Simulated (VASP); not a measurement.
Write the native input for VASP 6.6.1 that does the following.

```
Task                   : single point
Functional             : PBE exchange alone
Potentials or basis    : VASP PAW PBE potentials, release 64 (Li_sv, H)
Cutoff                 : 520 eV
k mesh                 : 11 × 11 × 11
Occupations            : gaussian, width 0.01 eV
Spin                   : no spin polarisation
Dipole correction      : no
Further INCAR settings : ALGO = Normal; EDIFF = 1e-07; NBANDS = 9
```

The structure of LiH lies in POSCAR:

```
LiH
1.0
    0.0000000000      2.0502388037      2.0502388037
    2.0502388037      0.0000000000      2.0502388037
    2.0502388037      2.0502388037      0.0000000000
Li H
1 1
Direct
    0.0000000000      0.0000000000      0.0000000000
    0.5000000000      0.5000000000      0.5000000000
```

These files were run (other wordings do the same):

INCAR

```
PREC = Accurate
ENCUT = 520
EDIFF = 1E-7
ISMEAR = 0
SIGMA = 0.01
LREAL = F
LASPH = T
NELM = 100
ALGO = Normal
ISIF = 2
LWAVE = F
LCHARG = T
GGA = PE
ALDAC = 0.0
AGGAC = 0.0
LELF = T
LVHAR = T
NBANDS = 9
```

KPOINTS

```
regular mesh
0
Gamma
  11 11 11
```

Potentials or basis: VASP PAW PBE potentials, release 64 (Li_sv, H).

The run is started by

```console
$ cat potpaw_PBE.64/Li_sv/POTCAR potpaw_PBE.64/H/POTCAR > POTCAR
$ mpirun -np 1 vasp_std > vasp.out
```

Results of the run:

| Property | Result |
| --- | --- |
| Band gap on the k mesh | 3.71 eV, direct |

Wall time 12 s on 1 thread of AMD EPYC 9R14 (Zen 4) (shared host), peak memory 0.1 GiB.
